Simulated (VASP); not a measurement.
**GaP: single point with PBE**

GaP:

```
Ga P
1.0
     3.21569    0.00000    0.00000
     0.00000    3.21569    0.00000
     0.00000    0.00000    3.21569
Ga P
1 1
Direct
  0.50000 0.50000 0.50000
  0.00000 0.00000 0.00000
```

- Program: VASP 6.6.1
- Task: single point
- Functional: PBE
- Potentials or basis: VASP PAW PBE potentials, release 64 (Ga_d, P)
- Cutoff: 520 eV
- k mesh: 18 × 18 × 18
- Occupations: gaussian, width 0.1 eV
- Spin: no spin polarisation
- Dipole correction: no
- k mesh for the DOS: 27 × 27 × 27
- Occupations for the DOS: tetrahedron
- Further INCAR settings: ALGO = Normal; EDIFF = 1e-07

```yaml
Valence_electrons_inside_the_program's_atomic_spheres: Ga 11.50; P 2.38
```

Levels at points of the mesh, in eV from the Fermi level:
```csv
k point,band 7,band 8,band 9,band 10,band 11,band 12
"(0.00, 0.00, 0.00)",-1.10,-0.78,-0.78,-0.78,4.43,4.43
```

Run time: 4.7 min on 1 thread of AMD EPYC 7R13 (shared host), peak memory 0.34 GiB.

Caveat: the highest band is partly filled, so the run has too few bands.
